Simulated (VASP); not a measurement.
# MgAgI3 (Pm-3m) in VASP: a series of runs, part 2 of 2

VASP 6.6.1. Earlier steps stand in the parts before.

## (3) Relaxation of cell and atoms, PBE

This run uses another cell than the first one, of 37.77 Å³/atom, 0.998 times its volume.

Input file INCAR:

```
ALGO = Normal
EDIFF = 1E-6
EDIFFG = -0.01
ENCUT = 600
GGA = PE
IBRION = 2
ISIF = 3
ISMEAR = 0
LASPH = T
LCHARG = F
LREAL = F
LWAVE = F
NELM = 100
NSW = 100
PREC = Accurate
SIGMA = 0.1
```

Input file KPOINTS:

```
k-points
0
Gamma
  8 8 8
```

Input file POSCAR:

```
MgAgI3
1.0
    5.7374636370      0.0000000000      0.0000000000
    0.0000000000      5.7374636370      0.0000000000
    0.0000000000      0.0000000000      5.7374636370
Mg Ag I
1 1 3
Direct
    0.0000000000      0.0000000000      0.0000000000
    0.5000000000      0.5000000000      0.5000000000
    0.5000000000      0.0000000000      0.0000000000
    0.0000000000      0.5000000000      0.0000000000
    0.0000000000      0.0000000000      0.5000000000
```

Potentials or basis: VASP PAW PBE potentials, release 64 (Mg, Ag, I).

Command:

```
> cat potpaw_PBE.64/Mg/POTCAR potpaw_PBE.64/Ag/POTCAR potpaw_PBE.64/I/POTCAR > POTCAR
> mpirun -np 1 vasp_std > vasp.out
```

OUTCAR:

```text
EDIFF = 1E-6
   EDIFFG = -0.01
   ENCUT = 600
   GGA = PE
   IBRION = 2
   ISIF = 3
   ISMEAR = 0
   LASPH = T
   LREAL = F
   NELM = 100
   NSW = 100
   PREC = Accurate

 ion  position               nearest neighbor table
   1  0.000  0.000  0.000-   3 2.87   4 2.87   5 2.87   5 2.87   4 2.87   3 2.87
   2  0.500  0.500  0.500-
   3  0.500  0.000  0.000-   1 2.87   1 2.87
   4  0.000  0.500  0.000-   1 2.87   1 2.87
   5  0.000  0.000  0.500-   1 2.87   1 2.87

  LATTYP: Found a simple cubic cell.
 ALAT       =     5.7374636370

  Lattice vectors:

 A1 = (   5.7374636370,   0.0000000000,   0.0000000000)
 A2 = (   0.0000000000,   5.7374636370,   0.0000000000)
 A3 = (   0.0000000000,   0.0000000000,   5.7374636370)

Analysis of symmetry for initial positions (statically):
=====================================================================
 Subroutine PRICEL returns:
 Original cell was already a primitive cell.

 Routine SETGRP: Setting up the symmetry group for a
 simple cubic supercell.

 Subroutine GETGRP returns: Found 48 space group operations
 (whereof 48 operations were pure point group operations)
 out of a pool of 48 trial point group operations.
[... 175 lines left out ...]
 fundamental gap:      0.1332424128
 Fermi energy:         2.2268916006

 k-point     1 :       0.0000    0.0000    0.0000
  band No.  band energies     occupation
      1     -10.0730      2.00000
      2      -9.1664      2.00000
      3      -9.1664      2.00000
      4      -1.2110      2.00000
      5      -1.2110      2.00000
      6      -1.2110      2.00000
[... 565 lines left out ...]
     20       6.7667      0.00000
     21       7.2417      0.00000

 [... further k-points ...]

------------------------ aborting loop because EDIFF is reached ----------------------------------------

  FORCE on cell =-STRESS in cart. coord.  units (eV):
  Direction    XX          YY          ZZ          XY          YZ          ZX
  --------------------------------------------------------------------------------------
  -------------------------------------------------------------------------------------
  Total        0.0465605      0.0465605      0.0465605     -0.0000000      0.0000000     -0.0000000
  in kB        0.3949740      0.3949740      0.3949740     -0.0000000      0.0000000     -0.0000000
  external PRESSURE =       0.3949740 kB  Pullay stress =       0.0000000 kB

 VOLUME and BASIS-vectors are now :
 -----------------------------------------------------------------------------
  energy-cutoff  :      600.00
  volume of cell :      188.87
      direct lattice vectors                 reciprocal lattice vectors
     5.737463637  0.000000000  0.000000000     0.174293044  0.000000000  0.000000000
     0.000000000  5.737463637  0.000000000     0.000000000  0.174293044  0.000000000
     0.000000000  0.000000000  5.737463637     0.000000000  0.000000000  0.174293044

 POSITION                                       TOTAL-FORCE (eV/Angst)
 -----------------------------------------------------------------------------------
      0.00000      0.00000      0.00000         0.000000      0.000000      0.000000
      2.86873      2.86873      2.86873         0.000000      0.000000      0.000000
      2.86873      0.00000      0.00000         0.000000      0.000000      0.000000
      0.00000      2.86873      0.00000         0.000000      0.000000      0.000000
      0.00000      0.00000      2.86873         0.000000      0.000000      0.000000
 -----------------------------------------------------------------------------------
    total drift:                                0.000000     -0.000000      0.000000

  FREE ENERGIE OF THE ION-ELECTRON SYSTEM (eV)
  ---------------------------------------------------
  free  energy   TOTEN  =       -10.2049972023 eV

  energy  without entropy=      -10.2041588301  energy(sigma->0) =      -10.20457802

 reached required accuracy - stopping structural energy minimisation
```

It took 4.1 min on 1 thread of Intel Xeon Platinum 8488C (Sapphire Rapids), shared host; peak memory 0.45 GiB.

What came out:

```
Free energy             : -10.2050 eV
Pressure after relaxing : 0.0 GPa
```

Final structure:
```
Mg Ag I
1.0
     5.73746    0.00000    0.00000
     0.00000    5.73746    0.00000
     0.00000    0.00000    5.73746
Mg Ag I
1 1 3
Direct
  0.00000 0.00000 0.00000
  0.50000 0.50000 0.50000
  0.50000 0.00000 0.00000
  0.00000 0.50000 0.00000
  0.00000 0.00000 0.50000
```

Caveat: the relaxation stopped at its first step, so nothing moved; spin-orbit coupling is left out, which moves the levels of the heavy elements.

## (4) Single point, PBE

This run uses another cell than the first one, of 37.77 Å³/atom, 0.998 times its volume.

Input file INCAR:

```
SYSTEM = MgAgI3
PREC = Accurate ; ENCUT = 520
EDIFF = 1E-6 ; ISMEAR = 0
SIGMA = 0.1 ; LREAL = .False.
LASPH = .True. ; NELM = 100
ALGO = Normal ; ISIF = 2
LWAVE = .False. ; LCHARG = .False.
GGA = PE ; NBANDS = 25
```

Input file KPOINTS:

```
Automatic mesh
0
Gamma
  4 4 4
  0 0 0
```

POSCAR is that of step 3.

Command:

```
> cat potpaw_PBE.64/Mg/POTCAR potpaw_PBE.64/Ag/POTCAR potpaw_PBE.64/I/POTCAR > POTCAR
> mpirun -np 1 vasp_std > vasp.out
```

Run time: 97 s. Hardware: 1 thread of Intel Xeon Platinum 8488C (Sapphire Rapids), shared host; peak memory 0.33 GiB.

It converged, with:

```yaml
Free_energy: -10.2049 eV
Pressure: 0.0 GPa
```

Levels at points of the mesh, in eV from the Fermi level:
```
           k point  band 14  band 15  band 16  band 17  band 18  band 19  band 20  band 21
(0.00, 0.00, 0.00)    -1.01    -0.72    -0.72    -0.72    -0.02     1.25     5.33     5.33
(0.50, 0.00, 0.00)    -1.55    -1.14    -0.74    -0.74     1.34     3.17     4.03     5.25
(0.50, 0.50, 0.00)    -1.37    -1.37    -1.22    -0.11     1.19     4.30     4.86     4.86
(0.50, 0.50, 0.50)    -1.20    -0.12    -0.12    -0.12     0.11     4.36     4.36     4.36
```

Caveat: spin-orbit coupling is left out, which moves the levels of the heavy elements.

## (5) Overview

```csv
task,cell,k mesh,cutoff (eV),pressure (GPa)
single point,"a = 5.742 Å, 5 atoms",8 × 8 × 8,520,0.0
relaxation of cell and atoms,"relaxed from a = 5.737 Å, 5 atoms",8 × 8 × 8,600,0.0
single point,"a = 5.737 Å, 5 atoms",4 × 4 × 4,520,0.0
```

Alike in all rows: level PBE; potentials or basis VASP PAW PBE potentials, release 64 (Mg, Ag, I); no spin polarisation; smearing gaussian 0.1 eV.

Caveats: spin-orbit coupling is left out, which moves the levels of the heavy elements; the relaxation stopped at its first step, so nothing moved (some runs).

Total energies depend on the potentials used, so only differences within one code and one set of settings carry meaning.
